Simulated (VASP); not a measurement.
# Mg (C2/m) in VASP: single point with LDA

Aim: the single point of Mg with LDA.

Everything below comes from runs of VASP 6.6.1. Logs are shortened: lines on timing, memory, paths and dates and some standing lists are left out, and cuts for length are marked.

### Step 1. The cell of the first run

Symmetry: C2/m, No. 12, monoclinic system. Conventional cell: a = 3.051 Å, b = 5.283 Å, c = 3.046 Å, α = 90.00°, β = 92.58°, γ = 90.00°. Within 4.0 Å of Mg (site symmetry 2/m) lie 8 Mg at 3.05 Å.

### Step 2. Single point, LDA (strain +0.0450 x Voigt [0, 0, 0, 0, 1, 0])

Contents of INCAR:

```
SYSTEM = Mg
PREC     = Accurate       ! precision mode
ENCUT    = 520            ! plane-wave cutoff, eV
EDIFF    = 1E-7           ! SCF threshold, eV
ISMEAR   = 0              ! smearing method
SIGMA    = 0.15           ! smearing width, eV
LREAL    = .FALSE.        ! projectors in reciprocal space
LASPH    = .TRUE.         ! aspherical terms in the spheres
NELM     = 100            ! most SCF steps
ALGO     = Normal         ! electronic algorithm
ISIF     = 2              ! what is computed and relaxed
LWAVE    = .FALSE.        ! write WAVECAR
LCHARG   = .FALSE.        ! write CHGCAR
NBANDS   = 7              ! bands
```

Contents of KPOINTS:

```
Automatic mesh
0
G
  18 18 16
  0 0 0
```

Contents of POSCAR:

```
Mg
1.0
    3.0502998005      0.0000000000      0.0686317455
   -1.5251499003      2.6416371164     -0.0343158728
    0.0685088453      0.0000000000      3.0448375700
Mg
1
Direct
    0.0000000000      0.0000000000      0.0000000000
```

Potentials or basis: VASP PAW LDA potentials, release 64 (Mg).

Command:

```console
$ cat potpaw_LDA.64/Mg/POTCAR > POTCAR
$ mpirun -np 1 vasp_std > vasp.out
```

OUTCAR:

```text
SYSTEM = Mg
   PREC = Accurate
   ENCUT = 520
   EDIFF = 1E-7
   ISMEAR = 0
   LREAL = .FALSE.
   LASPH = .TRUE.
   NELM = 100
   ISIF = 2

 ion  position               nearest neighbor table
   1  0.000  0.000  0.000-

  LATTYP: Found a base centered monoclinic cell.
 ALAT       =     3.0510718099
 B/A-ratio  =     1.7316125486
 C/A-ratio  =     0.9982092808
 COS(beta)  =    -0.0449772303

  Lattice vectors:

 A1 = (  -1.5251499003,   2.6416371164,  -0.0343158728)
 A2 = (  -1.5251499002,  -2.6416371164,  -0.0343158727)
 A3 = (   0.0685088453,   0.0000000000,   3.0448375700)

Analysis of symmetry for initial positions (statically):
=====================================================================
 Subroutine PRICEL returns:
 Original cell was already a primitive cell.

 Routine SETGRP: Setting up the symmetry group for a
 base centered monoclinic supercell.

 Subroutine GETGRP returns: Found  4 space group operations
 (whereof  4 operations were pure point group operations)
 out of a pool of  4 trial point group operations.

The static configuration has the point symmetry C_2h.

Analysis of symmetry for dynamics (positions and initial velocities):
=====================================================================
 Subroutine PRICEL returns:
 Original cell was already a primitive cell.

 Routine SETGRP: Setting up the symmetry group for a
 base centered monoclinic supercell.

 Subroutine GETGRP returns: Found  4 space group operations
 (whereof  4 operations were pure point group operations)
 out of a pool of  4 trial point group operations.

The dynamic configuration has the point symmetry C_2h.

 Subroutine INISYM returns: Found  4 space group operations
 (whereof  4 operations are pure point group operations),
 and found     1 'primitive' translations

----------------------------------------------------------------------------------------

                                     Primitive cell

  volume of cell :      24.5222

  direct lattice vectors                    reciprocal lattice vectors
     3.050299800  0.000000000  0.068631745     0.328002679  0.189276565 -0.007380060
    -1.525149900  2.641637116 -0.034315873     0.000000000  0.378553130  0.000000000
     0.068508845  0.000000000  3.044837570    -0.007393300  0.000000000  0.328591093

  length of vectors
     3.051071810  3.050492821  3.045608197     0.378768849  0.378553130  0.328674258

  position of ions in fractional coordinates (direct lattice)
     0.000000000  0.000000000  0.000000000

  ion indices of the primitive-cell ions
   primitive index   ion index
                 1           1

----------------------------------------------------------------------------------------

 KPOINTS: Automatic mesh

Automatic generation of k-mesh.
 Grid dimensions read from file:
 generate k-points for:   18   18   16

 Generating k-lattice:

  Cartesian coordinates                     Fractional coordinates (reciprocal lattice)
     0.018222371  0.010515365 -0.000410003     0.055555556 -0.000000000  0.000000000
     0.000000000  0.021030729  0.000000000     0.000000000  0.055555556  0.000000000
    -0.000462081  0.000000000  0.020536943     0.000000000 -0.000000000  0.062500000

  Length of vectors
     0.021042714  0.021030729  0.020542141

  Shift w.r.t. Gamma in fractional coordinates (k-lattice)
     0.000000000  0.000000000  0.000000000

 Subroutine IBZKPT returns following result:
 ===========================================

 Found   1379 irreducible k-points:

 Following reciprocal coordinates:
            Coordinates               Weight
  0.000000  0.000000  0.000000      1.000000
  0.055556  0.000000  0.000000      4.000000
  0.111111  0.000000  0.000000      4.000000
  0.166667  0.000000  0.000000      4.000000
  0.222222  0.000000  0.000000      4.000000
  0.277778 -0.000000  0.000000      4.000000
[... 16 lines left out ...]
 -0.333333  0.055556  0.000000      4.000000
 -0.277778  0.055556 -0.000000      4.000000
 [... further k-points ...]
   k-points           NKPTS =   1379   k-points in BZ     NKDIM =   1379   number of bands    NBANDS=      7
   number of dos      NEDOS =    301   number of ions     NIONS =      1
   total plane-waves  NPLWV =  13824
   dimension x,y,z NGX =    24 NGY =   24 NGZ =   24
   dimension x,y,z NGXF=    48 NGYF=   48 NGZF=   48
   ions per type =               1
   NGX,Y,Z   is equivalent  to a cutoff of  13.08, 13.08, 13.10 a.u.
   NGXF,Y,Z  is equivalent  to a cutoff of  26.15, 26.16, 26.20 a.u.
 SYSTEM =  Mg
   PREC   = accura    normal or accurate (medium, high low for compatibility)
   ISTART =      0    job   : 0-new  1-cont  2-samecut
   ICHARG =      2    charge: 1-file 2-atom 10-const
   ISPIN  =      1    spin polarized calculation?
   LNONCOLLINEAR =      F non collinear calculations
   LSORBIT =      F    spin-orbit coupling
   LASPH  =      T    aspherical Exc in radial PAW
   ENCUT  =  520.0 eV  38.22 Ry    6.18 a.u.   5.67  5.67  5.66*2*pi/ulx,y,z
   NELM   =    100;   NELMIN=  2; NELMDL= -5     # of ELM steps
   EDIFF  = 0.1E-06   stopping-criterion for ELM
   LREAL  =      F    real-space projection
   EDIFFG = 0.1E-05   stopping-criterion for IOM
   NSW    =      0    number of steps for IOM
   IBRION =     -1    ionic relax: 0-MD 1-quasi-New 2-CG
   NFREE  =      0    steps in history (QN), initial steepest desc. (CG)
   ISIF   =      2    stress and relaxation
   ISYM   =      2    0-nonsym 1-usesym 2-fastsym
   POTIM  = 0.5000    time-step for ionic-motion
   TEBEG  =    0.0;   TEEND  =   0.0 temperature during run
   PSTRESS=    0.0 pullay stress
   NELECT =       2.0000    total number of electrons
   NUPDOWN=      -1.0000    fix difference up-down
   EMIN   =  10.00;   EMAX   =-10.00  energy-range for DOS
   EFERMI =   0.00;   METHOD = LEGACY
   ISMEAR =     0;   SIGMA  =   0.15  broadening in eV -4-tet -1-fermi 0-gaus
   EFERMI_NEDOS =   21; number of points for ismear=-14 and -15
   IALGO  =     38    algorithm
   IMIX   =      4    mixing-type and parameters
     AMIX     =   0.40;   BMIX     =  1.00
     AMIX_MAG =   1.60;   BMIX_MAG =  1.00
  volume/ion in A,a.u.               =      24.52       165.48
  Fermi-wavevector in a.u.,A,eV,Ry     =   0.709956  1.341623  6.857850  0.504038
  Thomas-Fermi vector in A             =   1.796676
   LORBIT       =      0    0 simple, 1 ext, 2 COOP (PROOUT), +10 PAW based schemes
   GGA     = CA    functional components
   LHFCALC =     F    Hartree Fock is set to
   AEXX    =    0.0000 exact exchange contribution
   IVDW    =     0    specifies the selected vdW correction
   LEPSILON=     F    determine dielectric tensor
   LRPA    =     F    only Hartree local field effects (RPA)
 non-spin polarized calculation
 Gauss-broadening in eV      SIGMA  =   0.15
  energy-cutoff  :      520.00
  volume of cell :       24.52
 maximum number of plane-waves:       674
   NGX = 11   NGY = 11   NGZ = 11

 number of electron       2.0000000 magnetization

 Free energy of the ion-electron system (eV)
  ---------------------------------------------------
  ext. energy  EPLUGINS =         0.00000000
  ---------------------------------------------------
  free energy    TOTEN  =        -1.57300085 eV

  energy without entropy =       -1.56744109  energy(sigma->0) =       -1.57022097

 E-fermi :   2.1009     XC(G=0):  -8.4426

 val. band max:        2.0959601566   @ k =  -0.4444   0.1667   0.5000
 cond. band min:       2.1009616617   @ k =   0.0000   0.2778   0.4375
 fundamental gap:      0.0050015051
 Fermi energy:         2.1008716815

 k-point     1 :       0.0000    0.0000    0.0000
  band No.  band energies     occupation
      1      -4.5279      2.00000
      2      10.1174      0.00000
      3      10.7896      0.00000
      4      14.6364      0.00000
      5      14.6502      0.00000
      6      15.5816      0.00000
      7      15.5962      0.00000

 k-point     2 :       0.0556    0.0000    0.0000
  band No.  band energies     occupation
      1      -4.4612      2.00000
      2      10.1017      0.00000
      3      10.8501      0.00000
      4      13.4630      0.00000
      5      14.0665      0.00000
      6      15.6479      0.00000
      7      16.2715      0.00000

 k-point     3 :       0.1111    0.0000    0.0000
  band No.  band energies     occupation
      1      -4.2613      2.00000
      2       9.9661      0.00000
      3      11.0187      0.00000
      4      11.8750      0.00000
      5      13.2910      0.00000
      6      15.2825      0.00000
      7      17.3850      0.00000

 k-point     4 :       0.1667    0.0000    0.0000
  band No.  band energies     occupation
      1      -3.9292      2.00000
      2       9.1900      0.00000
      3      10.8938      0.00000
      4      11.3432      0.00000
      5      12.5946      0.00000
      6      14.9007      0.00000
      7      18.6418      0.00000

 k-point     5 :       0.2222    0.0000    0.0000
  band No.  band energies     occupation
      1      -3.4661      2.00000
      2       7.7207      0.00000
      3      10.7120      0.00000
      4      11.7050      0.00000
      5      12.0008      0.00000
      6      14.7047      0.00000
      7      20.0130      0.00000
[... 161 lines left out ...]
 k-point    22 :      -0.3889    0.0556   -0.0000
  band No.  band energies     occupation
      1      -1.7009      2.00000
      2       3.9887      0.00000
      3       9.3087      0.00000
      4      12.0631      0.00000
      5      13.1502      0.00000
      6      15.5975      0.00000
      7      18.0404      0.00000

 k-point    23 :      -0.3333    0.0556    0.0000
  band No.  band energies     occupation
      1      -2.4812      2.00000
      2       5.4443      0.00000
      3       9.5802      0.00000
      4      12.0382      0.00000
      5      12.6106      0.00000
      6      15.2024      0.00000
      7      19.2871      0.00000

 k-point    24 :      -0.2778    0.0556   -0.0000
  band No.  band energies     occupation
      1      -3.1365      2.00000
      2       6.9803      0.00000
      3       9.9006      0.00000
      4      11.8173      0.00000
      5      12.3547      0.00000
      6      15.1210      0.00000
      7      19.9972      0.00000

 [... further k-points ...]
[... 5 lines left out ...]
  --------------------------------------------------------------------------------------
  -------------------------------------------------------------------------------------
  Total       -0.1195925     -0.1185842     -0.1202877      0.0000000      0.0000000      0.0763358
  in kB       -7.8136641     -7.7477824     -7.8590849      0.0000000      0.0000000      4.9874545
  external PRESSURE =      -7.8068438 kB  Pullay stress =       0.0000000 kB

 VOLUME and BASIS-vectors are now :
 -----------------------------------------------------------------------------
  energy-cutoff  :      520.00
  volume of cell :       24.52
      direct lattice vectors                 reciprocal lattice vectors
     3.050299800  0.000000000  0.068631745     0.328002679  0.189276565 -0.007380060
    -1.525149900  2.641637116 -0.034315873     0.000000000  0.378553130  0.000000000
     0.068508845  0.000000000  3.044837570    -0.007393300  0.000000000  0.328591093

 POSITION                                       TOTAL-FORCE (eV/Angst)
 -----------------------------------------------------------------------------------
      0.00000      0.00000      0.00000        -0.000000      0.000000      0.000000
 -----------------------------------------------------------------------------------
    total drift:                               -0.000000     -0.000000      0.000000

  FREE ENERGIE OF THE ION-ELECTRON SYSTEM (eV)
  ---------------------------------------------------
  free  energy   TOTEN  =        -1.5730008498 eV

  energy  without entropy=       -1.5674410861  energy(sigma->0) =       -1.57022097
```

Run time: 81 s. Hardware: 1 thread of Intel Xeon Platinum 8259CL at 2.50GHz (Skylake/Cascade Lake), shared host; peak memory 0.34 GiB.

Results:

```yaml
Free_energy: -1.5730 eV
Pressure: -0.8 GPa
Band_gap_on_the_k_mesh: zero (band 1 reaches 4.99 eV, above the bottom of band 2 at -0.19 eV)
```

Levels at points of the mesh, in eV from the Fermi level:
```tsv
k point	band 1	band 2	band 3	band 4	band 5	band 6
(0.00, 0.00, 0.00)	-6.63	8.02	8.69	12.54	12.55	13.48
(0.50, 0.00, 0.00)	-1.53	-1.19	8.22	8.55	12.82	13.23
(0.00, 0.50, 0.00)	-1.54	-1.20	8.25	8.57	12.89	13.54
(0.00, 0.00, 0.50)	-3.00	-2.29	14.53	14.58	16.14	16.16
(0.50, 0.00, 0.50)	1.37	2.51	2.71	3.39	11.60	12.22
(0.00, 0.50, 0.50)	1.48	2.39	2.98	3.11	11.46	12.08
```

Caveat: the cell differs from its parent crystal (strain +0.0450 x Voigt [0, 0, 0, 0, 1, 0]).
